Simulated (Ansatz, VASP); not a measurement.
**One calculation of C, two programs**

INCAR

```
SYSTEM = C
ALGO = Normal ; EDIFF = 1E-6
ENCUT = 520 ; GGA = PS
ISIF = 2 ; ISMEAR = 0
IVDW = 12 ; LASPH = .True.
LCHARG = .True. ; LELF = .True.
LREAL = .False. ; LVHAR = .True.
LWAVE = .False. ; NBANDS = 11
NELM = 60 ; PREC = Accurate
SIGMA = 0.15
```

KPOINTS

```
k-points
0
Gamma
  21 21 12
  0 0 0
```

Contents of POSCAR:

```
C
1.0
    2.4166153542      0.0000000000      0.0000000000
   -1.2083076771      2.0928502879      0.0000000000
    0.0000000000      0.0000000000      3.4705398879
C
2
Direct
    0.3333333333      0.6666666667      0.0000000000
    0.6666666667      0.3333333333      0.0000000000
```

Input for Ansatz:

```yaml
crystal:
  lattice:
    - [2.4166153542, 0.0, 0.0]
    - [-1.2083076771, 2.0928502879, 0.0]
    - [0.0, 0.0, 3.4705398879]
  atoms:
    - { symbol: C, position: [0.3333333333, 0.6666666667, 0.0] }
    - { symbol: C, position: [0.6666666667, 0.3333333333, 0.0] }
basis:
  ecutwfc: 520.0
kpoints:
  mp_grid: { grid: [21, 21, 12] }
hamiltonian:
  xc: pbesol
  pseudopotentials: { kind: paw, azcp: { folder: soft_1 } }
  dispersion: d3bj
scf:
  occupations: { method: gaussian, width: 0.15 }
output:
  forces: true
  stress: true
  eigenvalues: true
```

Change from the starting cell: mode 6 frozen in at +0.000 Å, equal normal strain along x, y and z -0.0167.

Alike in both runs: task single point; functional PBEsol; dispersion D3(BJ); k mesh 21 × 21 × 12; occupations gaussian, width 0.15 eV; no spin polarisation.

|  | VASP | Ansatz |
| --- | --- | --- |
| version | VASP 6.6.1 | Ansatz 0.2.0 |
| potentials or method | VASP PAW PBE potentials, release 64 (C), cutoff 520 eV | scalar-relativistic, plane waves, PAW |
| valence electrons in the cell | 8 | 8 |

Ansatz gave:

```
gap on the k mesh at the Fermi level (eV)                     : none
pressure (GPa)                                                : 15.6
traceless stress, the component that is largest in VASP (GPa) : -15.18
```

Task: Estimate VASP's values.

Result: gap on the k mesh at the Fermi level (eV): none; pressure (GPa): 16.4; traceless stress, the component that is largest in VASP (GPa): -16.02.

VASP's potentials were made for PBE, not for PBEsol, and Ansatz warns of the same on its side. A gap of «none» marks a metal or a gap that the smearing closes.
